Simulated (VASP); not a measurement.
# Ca (I4/mmm) in VASP: notebook

The runs below take Ca through relaxation of shape and atoms at fixed volume, relaxation of cell and atoms, with PBE.

Program: VASP 6.6.1. These are calculated values, not measurements. Logs are shortened: lines on timing, memory, paths and dates and some standing lists are left out, and cuts for length are marked.

### 1 The cell of the first run

The structure is tetragonal, space group I4/mmm (No. 139). Conventional cell: a = 4.442 Å, b = 4.442 Å, c = 4.137 Å, α = 90.00°, β = 90.00°, γ = 90.00°. Ca (site symmetry 4/mmm) has 14 Ca at 3.76 to 4.44 Å within 4.9 Å.

### 2 Relaxation of shape and atoms at fixed volume, PBE (40.81 Å³/atom)

INCAR

```
ALGO = Fast
EDIFF = 1E-6
EDIFFG = -0.01
ENCUT = 600
GGA = PE
IBRION = 2
ISIF = 4
ISMEAR = 0
LASPH = True
LCHARG = False
LREAL = False
LWAVE = False
NELM = 80
NSW = 50
PREC = Accurate
SIGMA = 0.1
```

KPOINTS

```
k-points
0
Gamma
  18 18 18
```

POSCAR

```
Ca
1.0
   -2.2211023447      2.2211023447      2.0682672808
    2.2211023447     -2.2211023447      2.0682672808
    2.2211023447      2.2211023447     -2.0682672808
Ca
1
Direct
    0.0000000000      0.0000000000      0.0000000000
```

Potentials or basis: VASP PAW PBE potentials, release 64 (Ca_sv).

The run is started by

```bash
$ cat potpaw_PBE.64/Ca_sv/POTCAR > POTCAR
$ mpirun -np 1 vasp_std > vasp.out
```

OUTCAR:

```text
EDIFF = 1E-6
   EDIFFG = -0.01
   ENCUT = 600
   GGA = PE
   IBRION = 2
   ISIF = 4
   ISMEAR = 0
   LASPH = True
   LREAL = False
   NELM = 80
   NSW = 50
   PREC = Accurate

 ion  position               nearest neighbor table
   1  0.000  0.000  0.000-

  LATTYP: Found a body centered tetragonal cell.
 ALAT       =     4.4422046894
 C/A-ratio  =     0.9311895446

  Lattice vectors:

 A1 = (  -2.2211023447,   2.2211023447,   2.0682672808)
 A2 = (   2.2211023447,  -2.2211023447,   2.0682672808)
 A3 = (   2.2211023447,   2.2211023447,  -2.0682672808)

Analysis of symmetry for initial positions (statically):
=====================================================================
 Subroutine PRICEL returns:
 Original cell was already a primitive cell.

 Routine SETGRP: Setting up the symmetry group for a
 body centered tetragonal supercell.

 Subroutine GETGRP returns: Found 16 space group operations
 (whereof 16 operations were pure point group operations)
 out of a pool of 16 trial point group operations.

The static configuration has the point symmetry D_4h.

Analysis of symmetry for dynamics (positions and initial velocities):
=====================================================================
 Subroutine PRICEL returns:
 Original cell was already a primitive cell.

 Routine SETGRP: Setting up the symmetry group for a
 body centered tetragonal supercell.

 Subroutine GETGRP returns: Found 16 space group operations
 (whereof 16 operations were pure point group operations)
 out of a pool of 16 trial point group operations.

The dynamic configuration has the point symmetry D_4h.

 Subroutine INISYM returns: Found 16 space group operations
 (whereof 16 operations are pure point group operations),
 and found     1 'primitive' translations

----------------------------------------------------------------------------------------

                                     Primitive cell

  volume of cell :      40.8135

  direct lattice vectors                    reciprocal lattice vectors
    -2.221102345  2.221102345  2.068267281     0.000000000  0.225113445  0.241748252
     2.221102345 -2.221102345  2.068267281     0.225113445  0.000000000  0.241748252
     2.221102345  2.221102345 -2.068267281     0.225113445  0.225113445  0.000000000

  length of vectors
     3.760893617  3.760893617  3.760893617     0.330330562  0.330330562  0.318358487

  position of ions in fractional coordinates (direct lattice)
     0.000000000  0.000000000  0.000000000

  ion indices of the primitive-cell ions
   primitive index   ion index
                 1           1

----------------------------------------------------------------------------------------

 KPOINTS: k-points

Automatic generation of k-mesh.
 Grid dimensions read from file:
 generate k-points for:   18   18   18

 Generating k-lattice:

  Cartesian coordinates                     Fractional coordinates (reciprocal lattice)
     0.000000000  0.012506302  0.013430458     0.055555556  0.000000000 -0.000000000
     0.012506302  0.000000000  0.013430458     0.000000000  0.055555556 -0.000000000
     0.012506302  0.012506302  0.000000000     0.000000000  0.000000000  0.055555556

  Length of vectors
     0.018351698  0.018351698  0.017686583

  Shift w.r.t. Gamma in fractional coordinates (k-lattice)
     0.000000000  0.000000000  0.000000000

 Subroutine IBZKPT returns following result:
 ===========================================

 Found    480 irreducible k-points:

 Following reciprocal coordinates:
            Coordinates               Weight
  0.000000  0.000000  0.000000      1.000000
  0.055556  0.000000 -0.000000      8.000000
  0.111111  0.000000 -0.000000      8.000000
  0.166667 -0.000000  0.000000      8.000000
  0.222222 -0.000000  0.000000      8.000000
  0.277778 -0.000000  0.000000      8.000000
[... 16 lines left out ...]
 -0.277778  0.055556 -0.000000     16.000000
 -0.222222  0.055556  0.000000     16.000000
 [... further k-points ...]
   k-points           NKPTS =    480   k-points in BZ     NKDIM =    480   number of bands    NBANDS=      9
   number of dos      NEDOS =    301   number of ions     NIONS =      1
   total plane-waves  NPLWV =  27000
   dimension x,y,z NGX =    30 NGY =   30 NGZ =   30
   dimension x,y,z NGXF=    60 NGYF=   60 NGZF=   60
   ions per type =               1
   NGX,Y,Z   is equivalent  to a cutoff of  13.26, 13.26, 13.26 a.u.
   NGXF,Y,Z  is equivalent  to a cutoff of  26.52, 26.52, 26.52 a.u.
 SYSTEM =  unknown system
   PREC   = accura    normal or accurate (medium, high low for compatibility)
   ISTART =      0    job   : 0-new  1-cont  2-samecut
   ICHARG =      2    charge: 1-file 2-atom 10-const
   ISPIN  =      1    spin polarized calculation?
   LNONCOLLINEAR =      F non collinear calculations
   LSORBIT =      F    spin-orbit coupling
   LASPH  =      T    aspherical Exc in radial PAW
   ENCUT  =  600.0 eV  44.10 Ry    6.64 a.u.   7.51  7.51  7.51*2*pi/ulx,y,z
   NELM   =     80;   NELMIN=  2; NELMDL= -5     # of ELM steps
   EDIFF  = 0.1E-05   stopping-criterion for ELM
   LREAL  =      F    real-space projection
   EDIFFG = -.1E-01   stopping-criterion for IOM
   NSW    =     50    number of steps for IOM
   IBRION =      2    ionic relax: 0-MD 1-quasi-New 2-CG
   NFREE  =      1    steps in history (QN), initial steepest desc. (CG)
   ISIF   =      4    stress and relaxation
   ISYM   =      2    0-nonsym 1-usesym 2-fastsym
   POTIM  = 0.5000    time-step for ionic-motion
   TEBEG  =    0.0;   TEEND  =   0.0 temperature during run
   PSTRESS=    0.0 pullay stress
   NELECT =      10.0000    total number of electrons
   NUPDOWN=      -1.0000    fix difference up-down
   EMIN   =  10.00;   EMAX   =-10.00  energy-range for DOS
   EFERMI =   0.00;   METHOD = LEGACY
   ISMEAR =     0;   SIGMA  =   0.10  broadening in eV -4-tet -1-fermi 0-gaus
   EFERMI_NEDOS =   21; number of points for ismear=-14 and -15
   IALGO  =     68    algorithm
   IMIX   =      4    mixing-type and parameters
     AMIX     =   0.40;   BMIX     =  1.00
     AMIX_MAG =   1.60;   BMIX_MAG =  1.00
  volume/ion in A,a.u.               =      40.81       275.42
  Fermi-wavevector in a.u.,A,eV,Ry     =   1.024409  1.935853 14.278153  1.049415
  Thomas-Fermi vector in A             =   2.158195
   LORBIT       =      0    0 simple, 1 ext, 2 COOP (PROOUT), +10 PAW based schemes
   GGA     = PE    functional components
   LHFCALC =     F    Hartree Fock is set to
   AEXX    =    0.0000 exact exchange contribution
   IVDW    =     0    specifies the selected vdW correction
   LEPSILON=     F    determine dielectric tensor
   LRPA    =     F    only Hartree local field effects (RPA)
 conjugate gradient relaxation of ions
 non-spin polarized calculation
 RMM-DIIS sequential band-by-band and
 Gauss-broadening in eV      SIGMA  =   0.10
  energy-cutoff  :      600.00
  volume of cell :       40.81
 maximum number of plane-waves:      1385
   NGX = 15   NGY = 15   NGZ = 15

 number of electron      10.0000002 magnetization

 Free energy of the ion-electron system (eV)
  ---------------------------------------------------
  ext. energy  EPLUGINS =         0.00000000
  ---------------------------------------------------
  free energy    TOTEN  =        -1.91471233 eV

  energy without entropy =       -1.90758278  energy(sigma->0) =       -1.91114755

 E-fermi :   2.1533     XC(G=0):  -7.8379

 val. band max:        2.1431610167   @ k =  -0.3889  -0.3889   0.1111
 cond. band min:       2.1544851045   @ k =  -0.4444  -0.4444   0.3889
 fundamental gap:      0.0113240878
 Fermi energy:         2.1532648336

 k-point     1 :       0.0000    0.0000    0.0000
  band No.  band energies     occupation
      1     -39.8375      2.00000
      2     -20.7596      2.00000
      3     -20.7435      2.00000
      4     -20.7435      2.00000
      5      -1.9859      2.00000
      6       4.2703      0.00000
      7       4.6174      0.00000
      8       4.6174      0.00000
      9       5.3362      0.00000

 k-point     2 :       0.0556    0.0000   -0.0000
  band No.  band energies     occupation
      1     -39.8370      2.00000
      2     -20.7626      2.00000
      3     -20.7454      2.00000
      4     -20.7451      2.00000
      5      -1.9266      2.00000
      6       4.2729      0.00000
      7       4.5922      0.00000
      8       4.6174      0.00000
      9       5.4046      0.00000

 k-point     3 :       0.1111    0.0000   -0.0000
  band No.  band energies     occupation
      1     -39.8354      2.00000
      2     -20.7740      2.00000
      3     -20.7499      2.00000
      4     -20.7485      2.00000
      5      -1.7508      2.00000
      6       4.2315      0.00000
      7       4.4927      0.00000
      8       4.6746      0.00000
      9       5.5810      0.00000

 k-point     4 :       0.1667   -0.0000    0.0000
  band No.  band energies     occupation
      1     -39.8330      2.00000
      2     -20.7941      2.00000
      3     -20.7573      2.00000
      4     -20.7505      2.00000
      5      -1.4644      2.00000
      6       4.1038      0.00000
      7       4.2797      0.00000
      8       4.8498      0.00000
      9       5.3925      0.00000

 k-point     5 :       0.2222   -0.0000    0.0000
  band No.  band energies     occupation
      1     -39.8301      2.00000
      2     -20.8196      2.00000
      3     -20.7662      2.00000
      4     -20.7519      2.00000
      5      -1.0775      2.00000
      6       3.9300      0.00000
      7       3.9653      0.00000
      8       5.1224      0.00000
      9       5.5605      0.00000

 k-point     6 :       0.2778   -0.0000    0.0000
  band No.  band energies     occupation
      1     -39.8270      2.00000
      2     -20.8468      2.00000
      3     -20.7758      2.00000
      4     -20.7530      2.00000
      5      -0.6058      2.00000
      6       3.5983      0.00000
      7       3.7501      0.00000
      8       5.4697      0.00000
      9       5.5629      0.00000
[... 169 lines left out ...]
 k-point    21 :      -0.3889    0.0556   -0.0000
  band No.  band energies     occupation
      1     -39.8227      2.00000
      2     -20.8817      2.00000
      3     -20.7896      2.00000
      4     -20.7558      2.00000
      5       0.2231      2.00000
      6       3.0286      0.00000
      7       3.5117      0.00000
      8       5.6009      0.00000
      9       5.9766      0.00000

 k-point    22 :      -0.3333    0.0556   -0.0000
  band No.  band energies     occupation
      1     -39.8254      2.00000
      2     -20.8588      2.00000
      3     -20.7812      2.00000
      4     -20.7548      2.00000
      5      -0.3272      2.00000
      6       3.4039      0.00000
      7       3.6570      0.00000
      8       5.5083      0.00000
      9       5.7121      0.00000

 k-point    23 :      -0.2778    0.0556   -0.0000
  band No.  band energies     occupation
      1     -39.8284      2.00000
      2     -20.8327      2.00000
      3     -20.7717      2.00000
      4     -20.7537      2.00000
      5      -0.8298      2.00000
      6       3.7519      0.00000
      7       3.8490      0.00000
      8       5.3080      0.00000
      9       5.6554      0.00000

 k-point    24 :      -0.2222    0.0556    0.0000
  band No.  band energies     occupation
      1     -39.8314      2.00000
      2     -20.8066      2.00000
      3     -20.7627      2.00000
      4     -20.7521      2.00000
      5      -1.2570      2.00000
      6       3.9770      0.00000
      7       4.1397      0.00000
      8       5.0296      0.00000
      9       5.4066      0.00000

 [... further k-points ...]

------------------------ aborting loop because EDIFF is reached ----------------------------------------

  FORCE on cell =-STRESS in cart. coord.  units (eV):
  Direction    XX          YY          ZZ          XY          YZ          ZX
  --------------------------------------------------------------------------------------
  -------------------------------------------------------------------------------------
  Total        0.1431893      0.1431893      0.1428737      0.0000000     -0.0000000      0.0000000
  in kB        5.6210471      5.6210471      5.6086597      0.0000000     -0.0000000      0.0000000
  external PRESSURE =       5.6169180 kB  Pullay stress =       0.0000000 kB

 VOLUME and BASIS-vectors are now :
 -----------------------------------------------------------------------------
  energy-cutoff  :      600.00
  volume of cell :       40.81
      direct lattice vectors                 reciprocal lattice vectors
    -2.221102345  2.221102345  2.068267281     0.000000000  0.225113445  0.241748252
     2.221102345 -2.221102345  2.068267281     0.225113445  0.000000000  0.241748252
     2.221102345  2.221102345 -2.068267281     0.225113445  0.225113445  0.000000000

 POSITION                                       TOTAL-FORCE (eV/Angst)
 -----------------------------------------------------------------------------------
      0.00000      0.00000      0.00000        -0.000000     -0.000000      0.000000
 -----------------------------------------------------------------------------------
    total drift:                                0.000000     -0.000000      0.000000

  FREE ENERGIE OF THE ION-ELECTRON SYSTEM (eV)
  ---------------------------------------------------
  free  energy   TOTEN  =        -1.9147123315 eV

  energy  without entropy=       -1.9075827774  energy(sigma->0) =       -1.91114755

 reached required accuracy - stopping structural energy minimisation
```

It took 82 s on 1 thread of AMD EPYC 9R45 (Zen 5), shared host; peak memory 0.32 GiB.

What came out:

```
Free energy             : -1.9147 eV
Pressure after relaxing : 0.6 GPa
Band gap on the k mesh  : zero (bands 5 and 6 overlap by 0.42 eV)
```

Final structure:
```
Ca
1.0
    -2.22110    2.22110    2.06827
     2.22110   -2.22110    2.06827
     2.22110    2.22110   -2.06827
Ca
1
Direct
  0.00000 0.00000 0.00000
```

Levels at points of the mesh, in eV from the Fermi level:
| k point | band 1 | band 2 | band 3 | band 4 | band 5 | band 6 | band 7 | band 8 | band 9 |
| --- | --- | --- | --- | --- | --- | --- | --- | --- | --- |
| (0.00, 0.00, 0.00) | -41.99 | -22.91 | -22.90 | -22.90 | -4.14 | 2.12 | 2.46 | 2.46 | 3.18 |
| (0.50, 0.00, 0.00) | -41.97 | -23.06 | -22.95 | -22.91 | -0.88 | 0.09 | 1.21 | 3.37 | 3.88 |
| (0.50, 0.50, 0.00) | -41.97 | -23.06 | -22.96 | -22.89 | -1.04 | -0.16 | 1.63 | 3.06 | 3.62 |
| (0.50, 0.50, 0.50) | -41.96 | -23.02 | -23.02 | -23.01 | -0.07 | 0.06 | 3.66 | 3.67 | 4.25 |

Caveat: the relaxation stopped at its first step, so nothing moved.

(Continued in part 2 of 2.)
